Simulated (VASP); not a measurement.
Write the native input for VASP 6.6.1 that does the following.

```yaml
Task: single point
Functional: PBE
Potentials_or_basis: VASP PAW PBE potentials, release 64 (Ti_sv)
Cutoff: 500 eV
k_mesh: 12 × 12 × 14
Occupations: gaussian, width 0.15 eV
Spin: no spin polarisation
Dipole_correction: no
Further_INCAR_settings: ALGO = Normal; EDIFF = 1e-06; NBANDS = 25
```

The structure of Ti lies in POSCAR:

```
Ti
1.0
    4.6555697300      0.0000000000      0.0000000000
   -2.3277848650      4.0318416553      0.0000000000
    0.0000000000      0.0000000000      2.8790519830
Ti
3
Direct
   -0.0094941117     -0.0189882234      0.0000000000
    0.3380803892      0.6761607784      0.5000000000
    0.6714137225      0.3428274450      0.5000000000
```

This cell differs from its parent crystal: atoms displaced along a vibrational mode, the cell strained.

These files were run (other wordings do the same):

INCAR

```
SYSTEM = Ti
PREC = Accurate ; ENCUT = 500
EDIFF = 1E-6 ; ISMEAR = 0
SIGMA = 0.15 ; LREAL = .FALSE.
LASPH = .TRUE. ; NELM = 120
ALGO = Normal ; ISIF = 2
LWAVE = .FALSE. ; LCHARG = .FALSE.
GGA = PE ; NBANDS = 25
GGA_COMPAT = .FALSE.
```

KPOINTS

```
Automatic mesh
0
G
  12 12 14
  0 0 0
```

Potentials or basis: VASP PAW PBE potentials, release 64 (Ti_sv).

Launch:

```bash
$ cat potpaw_PBE.64/Ti_sv/POTCAR > POTCAR
$ mpirun -np 1 vasp_std > vasp.out
```

It gave:

```
Pressure               : -5.0 GPa
Largest force          : 0.247 eV/Å
Band gap on the k mesh : zero (bands 18 and 19 overlap by 0.24 eV)
```

Caveat: the cell differs from its parent crystal (atoms displaced along a vibrational mode, the cell strained); the cell stands under tension.

Run time: 4.9 min on 1 thread of Intel(R) Xeon(R) 6975P-C (Granite Rapids), with other jobs on the host, peak memory 0.42 GiB.
